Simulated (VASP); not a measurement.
WC, 2 atoms in the cell. It takes space group Fm-3m (No. 225, cubic). The conventional cell has a = 4.365 Å, b = 4.365 Å, c = 4.365 Å, α = 90.00°, β = 90.00°, γ = 90.00°. Within 2.9 Å of W (site symmetry m-3m) lie 6 C at 2.18 Å. C (site symmetry m-3m) has 6 W at 2.18 Å within 2.9 Å. 

| Item | Value |
| --- | --- |
| Program | VASP 6.6.1 |
| Task | single point |
| Functional | r2SCAN |
| Potentials or basis | VASP PAW PBE potentials, release 64 (W_sv, C_h) |
| Cutoff | 910 eV |
| k mesh | 16 × 16 × 16 |
| Occupations | gaussian, width 0.1 eV |
| Spin | no spin polarisation |
| Dipole correction | no |
| Further INCAR settings | ALGO = Normal; EDIFF = 1e-06; NBANDS = 16 |

Potentials or basis: VASP PAW PBE potentials, release 64 (W_sv, C_h).

Run with:

```bash
$ cat potpaw_PBE.64/W_sv/POTCAR potpaw_PBE.64/C_h/POTCAR > POTCAR
$ cp INCAR.step1 INCAR
$ mpirun -np 1 vasp_std > vasp.out
$ cp INCAR.step2 INCAR
$ mpirun -np 1 vasp_std > vasp.out
```

Hardware: 1 thread of Intel(R) Xeon(R) Platinum 8259CL CPU @ 2.50GHz (Skylake/Cascade Lake), with other jobs on the host.

How long does it take, and how much memory?

Wall time 6.4 min on 1 thread of Intel(R) Xeon(R) Platinum 8259CL CPU @ 2.50GHz (Skylake/Cascade Lake), with other jobs on the host, peak memory 0.26 GiB. Counts: k points 145.
